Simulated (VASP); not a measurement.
# Si3AsF (P-6m2) in VASP: further runs, part 2 of 2

VASP 6.6.1.

**3. Relaxation of cell and atoms, PBE**

This run uses another cell than the first one, of 16.52 Å³/atom, 0.997 times its volume.

Contents of INCAR:

```
SYSTEM = Si3AsF
PREC = Accurate
ENCUT = 600
EDIFF = 1E-7
ISMEAR = 0
SIGMA = 0.1
LREAL = .False.
LASPH = .True.
NELM = 60
ALGO = Normal
ISIF = 3
LWAVE = .False.
LCHARG = .False.
GGA = PE
IBRION = 2
NSW = 100
EDIFFG = -0.01
```

Contents of KPOINTS:

```
Automatic mesh
0
Gamma
  12 12 8
  0 0 0
```

Contents of POSCAR:

```
Si3AsF
1.0
    4.1360803079      0.0000000000      0.0000000000
   -2.0680401539      3.5819506187      0.0000000000
    0.0000000000      0.0000000000      5.5763480374
Si As F
3 1 1
Direct
    0.6666666667      0.3333333333      0.2231939689
    0.6666666667      0.3333333333      0.7768060311
    0.0000000000      0.0000000000      0.0000000000
    0.0000000000      0.0000000000      0.5000000000
    0.3333333333      0.6666666667      0.0000000000
```

Potentials or basis: VASP PAW PBE potentials, release 64 (Si, As, F).

On the command line:

```bash
> cat potpaw_PBE.64/Si/POTCAR potpaw_PBE.64/As/POTCAR potpaw_PBE.64/F/POTCAR > POTCAR
> mpirun -np 1 vasp_std > vasp.out
```

OUTCAR:

```text
SYSTEM = Si3AsF
   PREC = Accurate
   ENCUT = 600
   EDIFF = 1E-7
   ISMEAR = 0
   LREAL = .False.
   LASPH = .True.
   NELM = 60
   ISIF = 3
   GGA = PE
   IBRION = 2
   NSW = 100
   EDIFFG = -0.01

 ion  position               nearest neighbor table
   1  0.667  0.333  0.223-   2 2.49   3 2.69   3 2.69   3 2.69   4 2.84   4 2.84   4 2.84   2 3.09

   2  0.667  0.333  0.777-   1 2.49   3 2.69   3 2.69   3 2.69   4 2.84   4 2.84   4 2.84   1 3.09

   3  0.000  0.000  0.000-   5 2.39   5 2.39   5 2.39   1 2.69   2 2.69   2 2.69   1 2.69   2 2.69
                             1 2.69   4 2.79   4 2.79
   4  0.000  0.000  0.500-   3 2.79   3 2.79   1 2.84   2 2.84   1 2.84   2 2.84   1 2.84   2 2.84

   5  0.333  0.667  0.000-   3 2.39   3 2.39   3 2.39

  LATTYP: Found a hexagonal cell.
 ALAT       =     4.1360803079
 C/A-ratio  =     1.3482204460

  Lattice vectors:

 A1 = (   4.1360803079,   0.0000000000,   0.0000000000)
 A2 = (  -2.0680401539,   3.5819506187,   0.0000000000)
 A3 = (   0.0000000000,   0.0000000000,   5.5763480374)

Analysis of symmetry for initial positions (statically):
=====================================================================
 Subroutine PRICEL returns:
[... 288 lines left out ...]
  FREE ENERGIE OF THE ION-ELECTRON SYSTEM (eV)
  ---------------------------------------------------
  free  energy   TOTEN  =       -22.4277482125 eV

  energy  without entropy=      -22.4155991655  energy(sigma->0) =      -22.42167369

[... ionic steps 4 to 14 ...]

--------------------------------------- Ionic step       15  -------------------------------------------

 number of electron      24.0000002 magnetization

------------------------ aborting loop because EDIFF is reached ----------------------------------------
[... 73 lines left out ...]
--------------------------------------- Ionic step       17  -------------------------------------------

 number of electron      24.0000002 magnetization

 Free energy of the ion-electron system (eV)
  ---------------------------------------------------
  ext. energy  EPLUGINS =         0.00000000
  ---------------------------------------------------
  free energy    TOTEN  =       -22.43346717 eV

  energy without entropy =      -22.42075691  energy(sigma->0) =      -22.42711204

 E-fermi :   6.4982     XC(G=0): -10.2014

 val. band max:        6.4901778876   @ k =   0.3333   0.1667   0.0000
 cond. band min:       6.4986165982   @ k =   0.3333   0.0000   0.1250
 fundamental gap:      0.0084387106
 Fermi energy:         6.4982131698

 k-point     1 :       0.0000    0.0000    0.0000
  band No.  band energies     occupation
      1     -17.2892      2.00000
      2      -6.3662      2.00000
      3      -2.4756      2.00000
      4      -1.8833      2.00000
      5       0.3848      2.00000
      6       0.3848      2.00000
[... 433 lines left out ...]
      3      -3.1768      2.00000
      4      -1.0972      2.00000
      5      -0.2560      2.00000
      6      -0.2299      2.00000
[... 8 lines left out ...]
     15       9.1907      0.00000
     16      10.1729      0.00000

 [... further k-points ...]
[... 5 lines left out ...]
  --------------------------------------------------------------------------------------
  -------------------------------------------------------------------------------------
  Total       -0.0359434     -0.0359434      0.0151164     -0.0000000      0.0000000     -0.0000000
  in kB       -0.6951917     -0.6951917      0.2923703     -0.0000000      0.0000000     -0.0000000
  external PRESSURE =      -0.3660044 kB  Pullay stress =       0.0000000 kB
[... 20 lines left out ...]
  FREE ENERGIE OF THE ION-ELECTRON SYSTEM (eV)
  ---------------------------------------------------
  free  energy   TOTEN  =       -22.4334671664 eV

  energy  without entropy=      -22.4207569145  energy(sigma->0) =      -22.42711204

 reached required accuracy - stopping structural energy minimisation
```

Wall time 12 min (1 thread of Intel Xeon 6975P-C (Granite Rapids), shared host); peak memory 0.35 GiB.

What came out:

* Free energy: -22.4335 eV
* Relaxed volume: 16.57 Å³/atom
* Relaxed cell: a = 4.107 Å, b = 4.107 Å, c = 5.671 Å, α = 90.00°, β = 90.00°, γ = 120.00°
* Space group after relaxing (to 0.05 Å): P-6m2 (No. 187)
* Energy gained by relaxing: 1.7 meV/atom
* Ionic steps: 17
* Pressure after relaxing: 0.0 GPa
* Largest force after relaxing: 0.009 eV/Å
* Band gap on the k mesh: zero (band 12 reaches 6.91 eV, above the bottom of band 13 at 4.94 eV)

Forces in eV/Å, atoms in the order of the input:
```
Si   0.000  0.000  0.009
Si   0.000  0.000 -0.009
Si   0.000  0.000  0.000
As   0.000  0.000  0.000
F    0.000  0.000  0.000
```

Stress tensor (GPa, compression positive):
```
-0.07  0.00  0.00
 0.00 -0.07  0.00
 0.00  0.00  0.03
```

The path:
| step | energy change (eV) | largest force (eV/Å) | pressure (GPa) | volume (Å³) |
| --- | --- | --- | --- | --- |
| 1 | 0.0000 | 0.1484 | 0.19 | 82.61 |
| 2 | -0.0020 | 0.0990 | 0.04 | 82.85 |
| 3 | -0.0029 | 0.0297 | -0.16 | 83.17 |
| 4 | -0.0038 | 0.0171 | -0.03 | 83.03 |
| 5 | -0.0060 | 0.0232 | 0.31 | 82.60 |
| 6 | -0.0022 | 0.1991 | 1.10 | 81.74 |
| 7 | -0.0064 | 0.0428 | 0.43 | 82.46 |
| 8 | -0.0065 | 0.0606 | 0.53 | 82.33 |
| 9 | -0.0068 | 0.0612 | 0.50 | 82.34 |
| 10 | -0.0075 | 0.0672 | 0.44 | 82.38 |
| 11 | -0.0070 | 0.0988 | 0.35 | 82.44 |
| 12 | -0.0076 | 0.0745 | 0.41 | 82.40 |
| 13 | -0.0080 | 0.0616 | 0.32 | 82.48 |
| 14 | -0.0085 | 0.0251 | 0.06 | 82.75 |
| 15 | -0.0086 | 0.0127 | -0.03 | 82.84 |
| 16 | -0.0086 | 0.0115 | -0.04 | 82.85 |
| 17 | -0.0086 | 0.0088 | -0.04 | 82.84 |

Final structure:
```xyz
5
Lattice="4.1070 0.0000 0.0000 -2.0535 3.5568 0.0000 0.0000 0.0000 5.6707" Properties=species:S:1:pos:R:3 pbc="T T T"
Si    2.0535    1.1856    1.2164
Si    2.0535    1.1856    4.4543
Si    0.0000    0.0000    0.0000
As    0.0000    0.0000    2.8354
F     0.0000    2.3712    0.0000
```
